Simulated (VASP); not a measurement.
# Bi (C2/m) in VASP: single point with PBEsol

Aim: the single point of Bi with PBEsol.

Everything below comes from runs of VASP 6.6.1. Logs are shortened: lines on timing, memory, paths and dates and some standing lists are left out, and cuts for length are marked.

### Step 1. The cell of the first run

It takes space group C2/m (No. 12, monoclinic). The conventional cell has a = 3.410 Å, b = 5.198 Å, c = 3.100 Å, α = 90.00°, β = 123.02°, γ = 90.00°. Within 4.1 Å of Bi (site symmetry 2/m) lie 14 Bi at 3.10 to 3.68 Å.

### Step 2. Single point, PBEsol

INCAR reads:

```
SYSTEM = Bi
ALGO     = Fast           ! electronic algorithm
EDIFF    = 1E-6           ! SCF threshold, eV
ENCUT    = 520            ! plane-wave cutoff, eV
GGA      = PS             ! functional
ISIF     = 2              ! what is computed and relaxed
ISMEAR   = -1             ! smearing method
LASPH    = .True.         ! aspherical terms in the spheres
LCHARG   = .False.        ! write CHGCAR
LREAL    = .False.        ! projectors in reciprocal space
LWAVE    = .False.        ! write WAVECAR
NBANDS   = 22             ! bands
NELM     = 80             ! most SCF steps
PREC     = Accurate       ! precision mode
SIGMA    = 0.05           ! smearing width, eV
```

KPOINTS reads:

```
k-points
0
Gamma
  6 6 9
  0 0 0
```

POSCAR reads:

```
Bi
1.0
    2.5662255561     -2.5991296450      0.4113321325
    2.5662255561      2.5991296450      0.4113321325
   -0.5599223822      0.0000000000      3.3636161899
Bi
2
Direct
    0.7500002512      0.7500002512      0.7500006269
    0.2499997488      0.2499997488      0.2499993731
```

Potentials or basis: VASP PAW PBE potentials, release 64 (Bi_d).

The run is started by

```sh
cat potpaw_PBE.64/Bi_d/POTCAR > POTCAR
mpirun -np 1 vasp_std > vasp.out
```

OUTCAR:

```text
SYSTEM = Bi
   EDIFF = 1E-6
   ENCUT = 520
   GGA = PS
   ISIF = 2
   ISMEAR = -1
   LASPH = .True.
   LREAL = .False.
   NELM = 80
   PREC = Accurate

 ion  position               nearest neighbor table
   1  0.750  0.750  0.750-   2 3.10   2 3.10   2 3.11   2 3.11   2 3.11   2 3.11   2 3.12   2 3.12

   2  0.250  0.250  0.250-   1 3.10   1 3.10   1 3.11   1 3.11   1 3.11   1 3.11   1 3.12   1 3.12

  LATTYP: Found a base centered monoclinic cell.
 ALAT       =     5.1979641122
 B/A-ratio  =     1.0000567872
 C/A-ratio  =     0.6560070899
 COS(beta)  =    -0.0060169339

  Lattice vectors:

 A1 = (   2.5662255561,  -2.5991296450,   0.4113321325)
 A2 = (   2.5662255561,   2.5991296450,   0.4113321325)
 A3 = (  -0.5599223822,   0.0000000000,   3.3636161899)

Analysis of symmetry for initial positions (statically):
=====================================================================
 Subroutine PRICEL returns following result:

  LATTYP: Found a base centered monoclinic cell.
 ALAT       =     3.4099013105
 B/A-ratio  =     1.5244603338
 C/A-ratio  =     0.9090353260
 COS(beta)  =    -0.5449900647

  Lattice vectors:

 A1 = (   0.2799630676,  -2.5991296450,  -1.6818034643)
 A2 = (   0.2799593146,   2.5991296450,  -1.6818127256)
 A3 = (   2.2862662415,   0.0000000000,   2.0931448581)

   2 primitive cells build up your supercell.

 Routine SETGRP: Setting up the symmetry group for a
 base centered monoclinic supercell.

 Subroutine GETGRP returns: Found  4 space group operations
 (whereof  4 operations were pure point group operations)
 out of a pool of  4 trial point group operations.

The static configuration has the point symmetry C_2h.

Analysis of symmetry for dynamics (positions and initial velocities):
=====================================================================
 Subroutine PRICEL returns following result:

  LATTYP: Found a base centered monoclinic cell.
 ALAT       =     3.4099013105
 B/A-ratio  =     1.5244603338
 C/A-ratio  =     0.9090353260
 COS(beta)  =    -0.5449900647

  Lattice vectors:

 A1 = (   0.2799630676,  -2.5991296450,  -1.6818034643)
 A2 = (   0.2799593146,   2.5991296450,  -1.6818127256)
 A3 = (   2.2862662415,   0.0000000000,   2.0931448581)

   2 primitive cells build up your supercell.

 Routine SETGRP: Setting up the symmetry group for a
 base centered monoclinic supercell.

 Subroutine GETGRP returns: Found  4 space group operations
 (whereof  4 operations were pure point group operations)
 out of a pool of  4 trial point group operations.

The dynamic configuration has the point symmetry C_2h.

 Subroutine INISYM returns: Found  4 space group operations
 (whereof  4 operations are pure point group operations),
 and found     2 'primitive' translations

----------------------------------------------------------------------------------------

                                     Primitive cell

  volume of cell :      23.0338

  direct lattice vectors                    reciprocal lattice vectors
     0.279963068 -2.599129645 -1.681803464     0.236190062 -0.192372378 -0.257981841
     0.279959315  2.599129645 -1.681812726     0.236190062  0.192371800 -0.257981841
     2.286266242  0.000000000  2.093144858     0.379549801  0.000000387  0.063181534

  length of vectors
     3.108426792  3.108431465  3.099720749     0.399183551  0.399183273  0.384772606

  position of ions in fractional coordinates (direct lattice)
     0.000000751  0.000000751  0.499998995

  ion indices of the primitive-cell ions
   primitive index   ion index
                 1           1

----------------------------------------------------------------------------------------

 KPOINTS: k-points

Automatic generation of k-mesh.
 Grid dimensions read from file:
 generate k-points for:    6    6    9

 Generating k-lattice:

  Cartesian coordinates                     Fractional coordinates (reciprocal lattice)
     0.031629182 -0.032062015  0.005265133     0.166666667  0.000000000  0.000000000
     0.031629182  0.032062015  0.005265133     0.000000000  0.166666667  0.000000000
    -0.005157187  0.000000000  0.032174743     0.000000000  0.000000000  0.111111111

  Length of vectors
     0.045344234  0.045344234  0.032585436

  Shift w.r.t. Gamma in fractional coordinates (k-lattice)
     0.000000000  0.000000000  0.000000000

 Subroutine IBZKPT returns following result:
 ===========================================

 Found     97 irreducible k-points:

 Following reciprocal coordinates:
            Coordinates               Weight
  0.000000  0.000000  0.000000      1.000000
  0.166667  0.000000 -0.000000      4.000000
  0.333333  0.000000  0.000000      4.000000
  0.500000  0.000000 -0.000000      2.000000
  0.166667  0.166667 -0.000000      2.000000
  0.333333  0.166667 -0.000000      4.000000
[... 16 lines left out ...]
 -0.333333  0.166667  0.111111      4.000000
 -0.166667  0.166667  0.111111      4.000000
 [... further k-points ...]
   k-points           NKPTS =     97   k-points in BZ     NKDIM =     97   number of bands    NBANDS=     22
   number of dos      NEDOS =    301   number of ions     NIONS =      2
   total plane-waves  NPLWV =  21952
   dimension x,y,z NGX =    28 NGY =   28 NGZ =   28
   dimension x,y,z NGXF=    56 NGYF=   56 NGZF=   56
   ions per type =               2
   NGX,Y,Z   is equivalent  to a cutoff of  12.66, 12.66, 13.65 a.u.
   NGXF,Y,Z  is equivalent  to a cutoff of  25.33, 25.33, 27.30 a.u.
 SYSTEM =  Bi
   PREC   = accura    normal or accurate (medium, high low for compatibility)
   ISTART =      0    job   : 0-new  1-cont  2-samecut
   ICHARG =      2    charge: 1-file 2-atom 10-const
   ISPIN  =      1    spin polarized calculation?
   LNONCOLLINEAR =      F non collinear calculations
   LSORBIT =      F    spin-orbit coupling
   LASPH  =      T    aspherical Exc in radial PAW
   ENCUT  =  520.0 eV  38.22 Ry    6.18 a.u.   6.83  6.83  6.34*2*pi/ulx,y,z
   NELM   =     80;   NELMIN=  2; NELMDL= -5     # of ELM steps
   EDIFF  = 0.1E-05   stopping-criterion for ELM
   LREAL  =      F    real-space projection
   EDIFFG = 0.1E-04   stopping-criterion for IOM
   NSW    =      0    number of steps for IOM
   IBRION =     -1    ionic relax: 0-MD 1-quasi-New 2-CG
   NFREE  =      0    steps in history (QN), initial steepest desc. (CG)
   ISIF   =      2    stress and relaxation
   ISYM   =      2    0-nonsym 1-usesym 2-fastsym
   POTIM  = 0.5000    time-step for ionic-motion
   TEBEG  =    0.0;   TEEND  =   0.0 temperature during run
   PSTRESS=    0.0 pullay stress
   NELECT =      30.0000    total number of electrons
   NUPDOWN=      -1.0000    fix difference up-down
   EMIN   =  10.00;   EMAX   =-10.00  energy-range for DOS
   EFERMI =   0.00;   METHOD = LEGACY
   ISMEAR =    -1;   SIGMA  =   0.05  broadening in eV -4-tet -1-fermi 0-gaus
   EFERMI_NEDOS =   21; number of points for ismear=-14 and -15
   IALGO  =     68    algorithm
   IMIX   =      4    mixing-type and parameters
     AMIX     =   0.40;   BMIX     =  1.00
     AMIX_MAG =   1.60;   BMIX_MAG =  1.00
  volume/ion in A,a.u.               =      23.03       155.44
  Fermi-wavevector in a.u.,A,eV,Ry     =   1.419004  2.681528 27.396303  2.013571
  Thomas-Fermi vector in A             =   2.540070
   LORBIT       =      0    0 simple, 1 ext, 2 COOP (PROOUT), +10 PAW based schemes
   GGA     = PS    functional components
   LHFCALC =     F    Hartree Fock is set to
   AEXX    =    0.0000 exact exchange contribution
   IVDW    =     0    specifies the selected vdW correction
   LEPSILON=     F    determine dielectric tensor
   LRPA    =     F    only Hartree local field effects (RPA)
 non-spin polarized calculation
 RMM-DIIS sequential band-by-band and
  energy-cutoff  :      520.00
  volume of cell :       46.07
 maximum number of plane-waves:      1259
   NGX = 13   NGY = 13   NGZ = 13

 number of electron      29.9999999 magnetization

 Free energy of the ion-electron system (eV)
  ---------------------------------------------------
  ext. energy  EPLUGINS =         0.00000000
  ---------------------------------------------------
  free energy    TOTEN  =        -7.42518933 eV

  energy without entropy =       -7.41520389  energy(sigma->0) =       -7.42019661

 E-fermi :  12.1183     XC(G=0): -11.9561

 val. band max:       12.1162283529   @ k =  -0.3333  -0.0000   0.3333
 cond. band min:      12.1357846380   @ k =   0.3333   0.1667   0.4444
 fundamental gap:      0.0195562852
 Fermi energy:        12.1183420297

 k-point     1 :       0.0000    0.0000    0.0000
  band No.  band energies     occupation
      1     -11.3845      2.00000
      2     -11.3445      2.00000
      3     -11.3269      2.00000
      4     -11.2590      2.00000
      5     -11.2585      2.00000
      6     -11.0071      2.00000
[... 14 lines left out ...]
     21      22.3405      0.00000
     22      22.3486      0.00000

 k-point     2 :       0.1667    0.0000   -0.0000
  band No.  band energies     occupation
      1     -11.3551      2.00000
      2     -11.2995      2.00000
      3     -11.2980      2.00000
      4     -11.2371      2.00000
      5     -11.2289      2.00000
      6     -11.0270      2.00000
[... 14 lines left out ...]
     21      21.0193      0.00000
     22      22.6671      0.00000

 k-point     3 :       0.3333    0.0000    0.0000
  band No.  band energies     occupation
      1     -11.2813      2.00000
      2     -11.2185      2.00000
      3     -11.1791      2.00000
      4     -11.1722      2.00000
      5     -11.1472      2.00000
      6     -11.0904      2.00000
[... 14 lines left out ...]
     21      20.4391      0.00000
     22      23.8670      0.00000

 k-point     4 :       0.5000    0.0000   -0.0000
  band No.  band energies     occupation
      1     -11.1842      2.00000
      2     -11.1842      2.00000
      3     -11.0913      2.00000
      4     -11.0913      2.00000
      5     -11.0692      2.00000
      6     -11.0692      2.00000
[... 14 lines left out ...]
     21      24.9506      0.00000
     22      24.9580      0.00000

 k-point     5 :       0.1667    0.1667   -0.0000
  band No.  band energies     occupation
      1     -11.3280      2.00000
      2     -11.2829      2.00000
      3     -11.2818      2.00000
      4     -11.2573      2.00000
      5     -11.1386      2.00000
      6     -11.0384      2.00000
[... 14 lines left out ...]
     21      21.4574      0.00000
     22      21.8908      0.00000

 k-point     6 :       0.3333    0.1667   -0.0000
  band No.  band energies     occupation
      1     -11.2736      2.00000
      2     -11.2667      2.00000
      3     -11.2322      2.00000
      4     -11.1507      2.00000
      5     -11.0841      2.00000
      6     -11.0754      2.00000
[... 14 lines left out ...]
     21      20.7149      0.00000
     22      22.2896      0.00000

 k-point     7 :       0.5000    0.1667   -0.0000
  band No.  band energies     occupation
      1     -11.2063      2.00000
      2     -11.2063      2.00000
      3     -11.2029      2.00000
      4     -11.2026      2.00000
      5     -11.0783      2.00000
      6     -11.0782      2.00000
[... 324 lines left out ...]
      6     -11.0224      2.00000
[... 14 lines left out ...]
     21      21.7989      0.00000
     22      22.7451      0.00000

 k-point    21 :       0.3333    0.1667    0.1111
  band No.  band energies     occupation
      1     -11.2945      2.00000
      2     -11.2417      2.00000
      3     -11.2309      2.00000
      4     -11.1552      2.00000
      5     -11.1301      2.00000
      6     -11.0565      2.00000
[... 14 lines left out ...]
     21      20.9422      0.00000
     22      21.9257      0.00000

 k-point    22 :       0.5000    0.1667    0.1111
  band No.  band energies     occupation
      1     -11.2505      2.00000
      2     -11.2455      2.00000
      3     -11.1934      2.00000
      4     -11.1921      2.00000
      5     -11.0505      2.00000
      6     -11.0486      2.00000
[... 14 lines left out ...]
     21      22.0289      0.00000
     22      22.1199      0.00000

 k-point    23 :      -0.3333    0.1667    0.1111
  band No.  band energies     occupation
      1     -11.3017      2.00000
      2     -11.2431      2.00000
      3     -11.2292      2.00000
      4     -11.1568      2.00000
      5     -11.1272      2.00000
      6     -11.0546      2.00000
[... 14 lines left out ...]
     21      20.9748      0.00000
     22      22.0409      0.00000

 k-point    24 :      -0.1667    0.1667    0.1111
  band No.  band energies     occupation
      1     -11.3008      2.00000
      2     -11.2982      2.00000
      3     -11.2772      2.00000
      4     -11.2484      2.00000
      5     -11.1126      2.00000
      6     -11.0215      2.00000
[... 14 lines left out ...]
     21      21.7976      0.00000
     22      22.8145      0.00000

 [... further k-points ...]
[... 5 lines left out ...]
  --------------------------------------------------------------------------------------
  -------------------------------------------------------------------------------------
  Total        8.6169777      8.6193816      8.6173820      0.0000000      0.0000000      0.0053286
  in kB      299.6887125    299.7723163    299.7027734      0.0000000      0.0000000      0.1853233
  external PRESSURE =     299.7212674 kB  Pullay stress =       0.0000000 kB

 VOLUME and BASIS-vectors are now :
 -----------------------------------------------------------------------------
  energy-cutoff  :      520.00
  volume of cell :       46.07
      direct lattice vectors                 reciprocal lattice vectors
     2.566225556 -2.599129645  0.411332133     0.189775091 -0.192372089  0.031590798
     2.566225556  2.599129645  0.411332133     0.189775091  0.192372089  0.031590798
    -0.559922382  0.000000000  3.363616190    -0.046414685  0.000000000  0.289572687

 POSITION                                       TOTAL-FORCE (eV/Angst)
 -----------------------------------------------------------------------------------
      3.42940      0.00000      3.13971        -0.000000      0.000000      0.000000
      1.14313      0.00000      1.04657         0.000000      0.000000      0.000000
 -----------------------------------------------------------------------------------
    total drift:                                0.000000      0.000000     -0.000000

  FREE ENERGIE OF THE ION-ELECTRON SYSTEM (eV)
  ---------------------------------------------------
  free  energy   TOTEN  =        -7.4251893348 eV

  energy  without entropy=       -7.4152038897  energy(sigma->0) =       -7.42019661
```

It took 73 s on 1 thread of AMD EPYC 7R43 (Zen 3), shared host; peak memory 0.17 GiB.

Results:

- Free energy: -7.4252 eV
- Pressure: 30.0 GPa
- Band gap on the k mesh: zero (bands 15 and 16 overlap by 6.61 eV)

Caveat: the cell stands under pressure; the PAW data sets were made with another functional, which shifts forces and pressure a little; spin-orbit coupling is left out, which moves the levels of the heavy elements.
